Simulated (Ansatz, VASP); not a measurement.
One calculation of AlCu6, two programs

Contents of INCAR:

```
PREC = Accurate ; ENCUT = 600
EDIFF = 1E-6 ; ISMEAR = 0
SIGMA = 0.1 ; LREAL = F
LASPH = T ; NELM = 100
ALGO = Fast ; ISIF = 3
LWAVE = F ; LCHARG = F
GGA = PE ; IBRION = 2
NSW = 100 ; EDIFFG = -0.01
```

File KPOINTS:

```
Automatic mesh
0
Gamma
  6 6 6
```

Contents of POSCAR:

```
AlCu6
1.0
    3.4351416329      1.9832799465      2.1023779648
   -3.4351416329      1.9832799465      2.1023779648
    0.0000000000     -3.9665598930      2.1023779648
Al Cu
1 6
Direct
    0.0000000000      0.0000000000      0.0000000000
    0.2866701562      0.1453168085      0.5721463180
    0.7133298438      0.8546831915      0.4278536820
    0.5721463180      0.2866701562      0.1453168085
    0.4278536820      0.7133298438      0.8546831915
    0.1453168085      0.5721463180      0.2866701562
    0.8546831915      0.4278536820      0.7133298438
```

Input for Ansatz:

```yaml
crystal:
  lattice:
    - [3.4351416329, 1.9832799465, 2.1023779648]
    - [-3.4351416329, 1.9832799465, 2.1023779648]
    - [0.0, -3.966559893, 2.1023779648]
  atoms:
    - { symbol: Al, position: [0.0, 0.0, 0.0] }
    - { symbol: Cu, position: [0.2866701562, 0.1453168085, 0.572146318] }
    - { symbol: Cu, position: [0.7133298438, 0.8546831915, 0.427853682] }
    - { symbol: Cu, position: [0.572146318, 0.2866701562, 0.1453168085] }
    - { symbol: Cu, position: [0.427853682, 0.7133298438, 0.8546831915] }
    - { symbol: Cu, position: [0.1453168085, 0.572146318, 0.2866701562] }
    - { symbol: Cu, position: [0.8546831915, 0.427853682, 0.7133298438] }
basis:
  ecutwfc: 420
kpoints:
  mp_grid: { grid: [6, 6, 6] }
hamiltonian:
  xc: pbe
scf:
  occupations: { method: gaussian, width: 0.1 }
output:
  forces: true
  stress: true
  eigenvalues: true
relax:
  adjacent_minimum: "off"
  f_tol: 0.01
  max_steps: 80
  cell: { stress_tol: 0.05 }
```

Alike in both runs: task relaxation of cell and atoms; functional PBE; k mesh 6 × 6 × 6; occupations gaussian, width 0.1 eV; no spin polarisation.

|  | VASP | Ansatz |
| --- | --- | --- |
| version | VASP 6.6.1 | Ansatz 0.2.0 |
| potentials or method | VASP PAW PBE potentials, release 64 (Al, Cu), cutoff 600 eV | scalar-relativistic, plane waves, PAW |
| valence electrons in the cell | 69 | 117 |

```csv
,VASP,Ansatz,Ansatz less VASP
"gap on the k mesh at the Fermi level, each at its own relaxed structure (eV)",none,none,-
relaxed volume (Å³/atom),12.34,12.29,-0.056
relaxed cell length with the largest relative difference (Å),4.494,4.487,-0.0071
```

A gap of «none» marks a metal or a gap that the smearing closes. VASP's potentials hold 69 valence electrons a cell and Ansatz's 117, so a difference there can come from the potentials and not from the codes.
